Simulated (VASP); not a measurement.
# TaN (P-6m2) in VASP: further runs

TaN is run at these levels: PBEsol; tasks: elastic constants.

Program: VASP 6.6.1. These are calculated values, not measurements. Logs are shortened: lines on timing, memory, paths and dates and some standing lists are left out, and cuts for length are marked.

## 1. The cell of the first run

Symmetry: P-6m2, No. 187, hexagonal system. Conventional cell: a = 2.913 Å, b = 2.913 Å, c = 2.862 Å, α = 90.00°, β = 90.00°, γ = 120.00°. Ta (site symmetry -6m2) has 6 N at 2.21 Å and 8 Ta at 2.86 to 2.91 Å within 3.0 Å. N (site symmetry -6m2) has 6 Ta at 2.21 Å and 8 N at 2.86 to 2.91 Å within 3.0 Å.

## 2. Elastic constants, PBEsol

INCAR

```
SYSTEM = TaN
PREC     = Accurate       ! precision mode
ENCUT    = 600            ! plane-wave cutoff, eV
EDIFF    = 1E-8           ! SCF threshold, eV
ISMEAR   = -1             ! smearing method
SIGMA    = 0.05           ! smearing width, eV
LREAL    = .False.        ! projectors in reciprocal space
LASPH    = .True.         ! aspherical terms in the spheres
NELM     = 100            ! most SCF steps
ALGO     = Normal         ! electronic algorithm
ISIF     = 3              ! what is computed and relaxed
LWAVE    = .False.        ! write WAVECAR
LCHARG   = .False.        ! write CHGCAR
GGA      = PS             ! functional
IBRION   = 6              ! ionic algorithm
NFREE    = 2            
POTIM    = 0.015          ! step
NSW      = 1              ! ionic steps
```

KPOINTS

```
regular mesh
0
Gamma
  18 18 16
  0 0 0
```

POSCAR

```
TaN
1.0
    2.9127847011      0.0000000000      0.0000000000
   -1.4563923505      2.5225455469      0.0000000000
    0.0000000000      0.0000000000      2.8617940146
Ta N
1 1
Direct
    0.0000000000      0.0000000000      0.5000000000
    0.6666666667      0.3333333333      0.0000000000
```

Potentials or basis: VASP PAW PBE potentials, release 64 (Ta_pv, N).

The run is started by

```sh
$ cat potpaw_PBE.64/Ta_pv/POTCAR potpaw_PBE.64/N/POTCAR > POTCAR
$ mpirun -np 1 vasp_std > vasp.out
```

OUTCAR:

```text
SYSTEM = TaN
   PREC = Accurate
   ENCUT = 600
   EDIFF = 1E-8
   ISMEAR = -1
   LREAL = .False.
   LASPH = .True.
   NELM = 100
   ISIF = 3
   GGA = PS
   IBRION = 6
   NFREE = 2
   POTIM = 0.015
   NSW = 1

 ion  position               nearest neighbor table
   1  0.000  0.000  0.500-   2 2.21   2 2.21   2 2.21   2 2.21   2 2.21   2 2.21
   2  0.667  0.333  0.000-   1 2.21   1 2.21   1 2.21   1 2.21   1 2.21   1 2.21

  LATTYP: Found a hexagonal cell.
 ALAT       =     2.9127847011
 C/A-ratio  =     0.9824941794

  Lattice vectors:

 A1 = (   2.9127847011,   0.0000000000,   0.0000000000)
 A2 = (  -1.4563923505,   2.5225455469,   0.0000000000)
 A3 = (   0.0000000000,   0.0000000000,   2.8617940146)

Analysis of symmetry for initial positions (statically):
=====================================================================
 Subroutine PRICEL returns:
 Original cell was already a primitive cell.

 Routine SETGRP: Setting up the symmetry group for a
 hexagonal supercell.

 Subroutine GETGRP returns: Found 12 space group operations
 (whereof 12 operations were pure point group operations)
 out of a pool of 24 trial point group operations.

The static configuration has the point symmetry D_3h.

Analysis of symmetry for dynamics (positions and initial velocities):
=====================================================================
 Subroutine PRICEL returns:
 Original cell was already a primitive cell.

 Routine SETGRP: Setting up the symmetry group for a
 hexagonal supercell.

 Subroutine GETGRP returns: Found 12 space group operations
 (whereof 12 operations were pure point group operations)
 out of a pool of 24 trial point group operations.

The dynamic configuration has the point symmetry D_3h.

 Subroutine INISYM returns: Found 12 space group operations
 (whereof 12 operations are pure point group operations),
 and found     1 'primitive' translations

----------------------------------------------------------------------------------------

                                     Primitive cell

  volume of cell :      21.0274

  direct lattice vectors                    reciprocal lattice vectors
     2.912784701  0.000000000  0.000000000     0.343314080  0.198212477  0.000000000
    -1.456392351  2.522545547  0.000000000     0.000000000  0.396424953  0.000000000
     0.000000000  0.000000000  2.861794015     0.000000000  0.000000000  0.349431159

  length of vectors
     2.912784701  2.912784701  2.861794015     0.396424953  0.396424953  0.349431159

  position of ions in fractional coordinates (direct lattice)
     0.000000000  0.000000000  0.500000000
     0.666666667  0.333333333  0.000000000

  ion indices of the primitive-cell ions
   primitive index   ion index
                 1           1
                 2           2

----------------------------------------------------------------------------------------

 KPOINTS: regular mesh

Automatic generation of k-mesh.
 Grid dimensions read from file:
 generate k-points for:   18   18   16

[... 108 lines left out ...]
  ext. energy  EPLUGINS =         0.00000000
  ---------------------------------------------------
  free energy    TOTEN  =       -23.80376352 eV

  energy without entropy =      -23.80326803  energy(sigma->0) =      -23.80351578

------------------------ aborting loop because EDIFF is reached ----------------------------------------

  FORCE on cell =-STRESS in cart. coord.  units (eV):
  Direction    XX          YY          ZZ          XY          YZ          ZX
  --------------------------------------------------------------------------------------
  -------------------------------------------------------------------------------------
  Total        0.6192399      0.6192399      0.6474071      0.0000000     -0.0000000      0.0000000
  in kB       47.1828054     47.1828054     49.3289979      0.0000000     -0.0000000      0.0000000
  external PRESSURE =      47.8982029 kB  Pullay stress =       0.0000000 kB
[... 89 lines left out ...]
  FREE ENERGIE OF THE ION-ELECTRON SYSTEM (eV)
  ---------------------------------------------------
  free  energy   TOTEN  =       -23.7836928430 eV

  energy  without entropy=      -23.7832623122  energy(sigma->0) =      -23.78347758

[... ionic steps 4 to 18 ...]

--------------------------------------- Ionic step       19  -------------------------------------------

 number of electron      15.9999999 magnetization

------------------------ aborting loop because EDIFF is reached ----------------------------------------
[... 67 lines left out ...]
--------------------------------------- Ionic step       21  -------------------------------------------

 number of electron      16.0000000 magnetization

 Free energy of the ion-electron system (eV)
  ---------------------------------------------------
  ext. energy  EPLUGINS =         0.00000000
  ---------------------------------------------------
  free energy    TOTEN  =       -23.80200190 eV

  energy without entropy =      -23.80150775  energy(sigma->0) =      -23.80175482

 E-fermi :   8.3155     XC(G=0): -13.6402

 val. band max:        8.2685109762   @ k =   0.0000   0.0000   0.4375
 cond. band min:       8.3519111096   @ k =   0.0556   0.0000   0.5000
 fundamental gap:      0.0834001334
 Fermi energy:         8.3155297763

 k-point     1 :       0.0000    0.0000    0.0000
  band No.  band energies     occupation
      1     -26.3591      2.00000
      2     -26.0757      2.00000
      3     -26.0757      2.00000
      4      -9.5727      2.00000
      5       3.6869      2.00000
      6       3.6869      2.00000
      7       3.9954      2.00000
      8       5.4177      2.00000
      9      10.7639      0.00000
     10      12.0507      0.00000
     11      12.0507      0.00000
     12      12.4804      0.00000
[... 331 lines left out ...]
 k-point    24 :       0.3889    0.1111    0.0000
  band No.  band energies     occupation
      1     -27.1448      2.00000
      2     -26.4107      2.00000
      3     -26.1989      2.00000
      4      -7.1304      2.00000
      5       0.1082      2.00000
      6       3.0841      2.00000
      7       4.0087      2.00000
      8       6.0092      2.00000
      9      10.6969      0.00000
     10      11.5254      0.00000
     11      13.0902      0.00000
     12      14.5813      0.00000

 [... further k-points ...]
[... 5 lines left out ...]
  --------------------------------------------------------------------------------------
  -------------------------------------------------------------------------------------
  Total        0.6255191      0.6255191      0.6560122      0.0000000      0.0000000     -0.0000000
  in kB       47.6612485     47.6612485     49.9846577      0.0000000      0.0000000     -0.0000000
  external PRESSURE =      48.4357182 kB  Pullay stress =       0.0000000 kB
[... 17 lines left out ...]
  FREE ENERGIE OF THE ION-ELECTRON SYSTEM (eV)
  ---------------------------------------------------
  free  energy   TOTEN  =       -23.8020019041 eV

  energy  without entropy=      -23.8015077456  energy(sigma->0) =      -23.80175482

 INTERNAL STRAIN TENSORS FROM STRAINED CELLS
 ============================================

 INTERNAL STRAIN TENSOR FOR ION    1 for displacements in x,y,z  (eV/Angst):
          X           Y           Z          XY          YZ          ZX
  --------------------------------------------------------------------------------
  x     0.00000    -0.00000    -0.00000     2.64805     0.00000     0.00000
  y     2.65964    -2.66571     0.00000    -0.00004     0.00029     0.00011
  z     0.00000     0.00000     0.00000     0.00000     0.00517     0.00000

 INTERNAL STRAIN TENSORS FROM DISPLACED ATOMS
 ============================================

 INTERNAL STRAIN TENSOR FOR ION    1 for displacements in x,y,z  (eV/Angst):
          X           Y           Z          XY          YZ          ZX
  --------------------------------------------------------------------------------
  x     0.00000    -0.00000     0.00000     2.62161     0.00000     0.00000
  y     2.62161    -2.62161    -0.00000    -0.00000     0.00000     0.00000
  z     0.00000     0.00000     0.00000     0.00000     0.00000     0.00000

 INTERNAL STRAIN TENSOR FOR ION    2 for displacements in x,y,z  (eV/Angst):
          X           Y           Z          XY          YZ          ZX
  --------------------------------------------------------------------------------
  x    -0.00000     0.00000    -0.00000    -2.61855     0.00000     0.00000
  y    -2.61855     2.61855    -0.00000     0.00000     0.00000     0.00000
  z     0.00000     0.00000     0.00000     0.00000     0.00000     0.00000

 Eigenvectors and eigenvalues of the dynamical matrix
 ----------------------------------------------------

   1 f  =   17.107759 THz   107.491223 2PiTHz  570.653429 cm-1    70.751976 meV
             X         Y         Z           dx          dy          dz
      0.000000  0.000000  1.430897     0.000000    0.000000   -0.267971
      1.456392  0.840849  0.000000    -0.000000    0.000000    0.963427
[... 21 lines left out ...]
   6 f/i=    0.000345 THz     0.002166 2PiTHz    0.011499 cm-1     0.001426 meV
             X         Y         Z           dx          dy          dz
      0.000000  0.000000  1.430897    -0.000000   -0.000000   -0.963427
      1.456392  0.840849  0.000000    -0.000000   -0.000000   -0.267971

--------------------------------------------------------------------------------------------------------

 ELASTIC MODULI CONTR FROM IONIC RELAXATION (kBar)
 Direction    XX          YY          ZZ          XY          YZ          ZX
 --------------------------------------------------------------------------------
 XX         -36.9003     36.9003     -0.0000     -0.0000     -0.0000      0.0000
 YY          36.9003    -36.9003      0.0000     -0.0000      0.0000      0.0000
 ZZ          -0.0000      0.0000     -0.0000     -0.0000     -0.0000      0.0000
 XY          -0.0000     -0.0000     -0.0000    -36.9003     -0.0000      0.0000
 YZ          -0.0000      0.0000     -0.0000     -0.0000     -0.0000      0.0000
 ZX           0.0000      0.0000      0.0000      0.0000      0.0000      0.0000
 --------------------------------------------------------------------------------

 TOTAL ELASTIC MODULI (kBar)
 Direction    XX          YY          ZZ          XY          YZ          ZX
 --------------------------------------------------------------------------------
 XX        6969.9617   2296.7994   1721.9525      0.0000      0.0000     -0.0000
 YY        2296.7994   6969.9617   1721.9525      0.0000      0.0000     -0.0000
 ZZ        1721.9525   1721.9525   8873.9412      0.0000     -0.0000     -0.0000
 XY           0.0000      0.0000      0.0000   2336.5811     -0.0000      0.0000
 YZ          -0.0000      0.0000     -0.0000     -0.0000   2669.7861      0.0000
 ZX          -0.0000      0.0000     -0.0000      0.0000      0.0000   2669.7853
 --------------------------------------------------------------------------------
```

It took 39 min on 1 thread of Oxide Virtual Turin-like, shared host; peak memory 0.85 GiB.

Results:

| Property | Result |
| --- | --- |
| Voigt bulk modulus | 381 GPa |
| Highest phonon frequency at Γ | 571 cm⁻¹ |

Phonon frequencies in cm⁻¹ (negative: imaginary):
```csv
q point,frequencies
"(0.000, 0.000, 0.000)",0 0 0 545 545 571
```

Elastic tensor in Voigt notation (GPa, in the Cartesian axes of the cell as first typed):
```
697 230 172   0   0   0
230 697 172   0   0   0
172 172 887   0   0   0
  0   0   0 267   0   0
  0   0   0   0 267   0
  0   0   0   0   0 234
```

Clamped-ion elastic tensor (GPa):
```
701 226 172   0   0   0
226 701 172   0   0   0
172 172 887   0   0   0
  0   0   0 267   0   0
  0   0   0   0 267   0
  0   0   0   0   0 237
```

Caveat: the cell is under stress, which shifts elastic constants; the PAW data sets were made with another functional, which shifts forces and pressure a little; spin-orbit coupling is left out, which moves the levels of the heavy elements.

## 3. Elastic constants, PBEsol

This run uses another cell than the first one, of 10.35 Å³/atom.

INCAR

```
ALGO = Normal
EDIFF = 1E-8
ENCUT = 600
GGA = PS
IBRION = 6
ISIF = 3
ISMEAR = -1
LASPH = T
LCHARG = F
LREAL = F
LWAVE = F
NELM = 80
NFREE = 2
NSW = 1
POTIM = 0.015
PREC = Accurate
SIGMA = 0.05
```

KPOINTS

```
k-points
0
Gamma
  18 18 16
```

POSCAR

```
TaN
1.0
    2.8969974683      0.0000000000      0.0000000000
   -1.4484987342      2.5088734022      0.0000000000
    0.0000000000      0.0000000000      2.8491135690
Ta N
1 1
Direct
    0.0000000000      0.0000000000      0.5000000000
    0.6666666667      0.3333333333      0.0000000000
```

Potentials or basis: VASP PAW PBE potentials, release 64 (Ta_pv, N).

The run is started by

```sh
$ cat potpaw_PBE.64/Ta_pv/POTCAR potpaw_PBE.64/N/POTCAR > POTCAR
$ mpirun -np 1 vasp_std > vasp.out
```

Run time: 60 min. Hardware: 1 thread of Oxide Virtual Turin-like, shared host; peak memory 0.85 GiB.

The run converged. Its results:

- Voigt bulk modulus: 401 GPa
- Highest phonon frequency at Γ: 590 cm⁻¹

Phonon frequencies in cm⁻¹ (negative: imaginary):
| q point | frequencies |
| --- | --- |
| (0.000, 0.000, 0.000) | 0 0 0 559 559 590 |

Elastic tensor in Voigt notation (GPa, in the Cartesian axes of the cell as first typed):
```
727 244 186   0   0   0
244 727 186   0   0   0
186 186 923   0   0   0
  0   0   0 282   0   0
  0   0   0   0 282   0
  0   0   0   0   0 242
```

Clamped-ion elastic tensor (GPa):
```
733 238 186   0   0   0
238 733 186   0   0   0
186 186 923   0   0   0
  0   0   0 282   0   0
  0   0   0   0 282   0
  0   0   0   0   0 247
```

Caveat: the cell is under stress, which shifts elastic constants; the PAW data sets were made with another functional, which shifts forces and pressure a little; spin-orbit coupling is left out, which moves the levels of the heavy elements.
